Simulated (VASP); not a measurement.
A run of VASP 6.6.1 is set up as follows.

Contents of INCAR:

```
PREC     = Accurate       # precision mode
ENCUT    = 600            # plane-wave cutoff, eV
EDIFF    = 1E-7           # SCF threshold, eV
ISMEAR   = 0              # smearing method
SIGMA    = 0.1            # smearing width, eV
LREAL    = False          # projectors in reciprocal space
LASPH    = True           # aspherical terms in the spheres
NELM     = 60             # most SCF steps
ALGO     = Normal         # electronic algorithm
ISIF     = 3              # what is computed and relaxed
LWAVE    = False          # write WAVECAR
LCHARG   = False          # write CHGCAR
IBRION   = 2              # ionic algorithm
NSW      = 80             # ionic steps
EDIFFG   = -0.1           # ionic threshold
PSTRESS  = 20.0
```

File KPOINTS:

```
regular mesh
0
Gamma
  9 9 9
```

Contents of POSCAR:

```
Rh
1.0
    0.0000000000      1.8978500000      1.8978500000
    1.8978500000      0.0000000000      1.8978500000
    1.8978500000      1.8978500000      0.0000000000
Rh
1
Direct
    0.0000000000      0.0000000000      0.0000000000
```

Potentials or basis: VASP PAW LDA potentials, release 64 (Rh_pv).

Launch:

```bash
$ cat potpaw_LDA.64/Rh_pv/POTCAR > POTCAR
$ mpirun -np 1 vasp_std > vasp.out
```

Problem. Predict the space group after relaxing (to 0.05 Å).

Solution. Fm-3m (No. 225).

Problem. What does it give for the relaxed cell?

Solution. a = 2.653 Å, b = 2.653 Å, c = 2.653 Å, α = 60.00°, β = 60.00°, γ = 60.00°.

Problem. Predict the relaxed volume.

Solution. 13.20 Å³/atom.

The path:
```
step  energy change (eV)  largest force (eV/Å)  pressure (GPa)  volume (Å³)
   1              0.0000                0.0000           -8.99        13.67
   2              0.1605                0.0000           45.28        11.90
   3             -0.0116                0.0000            1.52        13.20
```

Caveat: the cell is relaxed towards a set pressure, so the enthalpy falls and the energy may rise. Zero-point motion and thermal expansion aren't in these numbers.
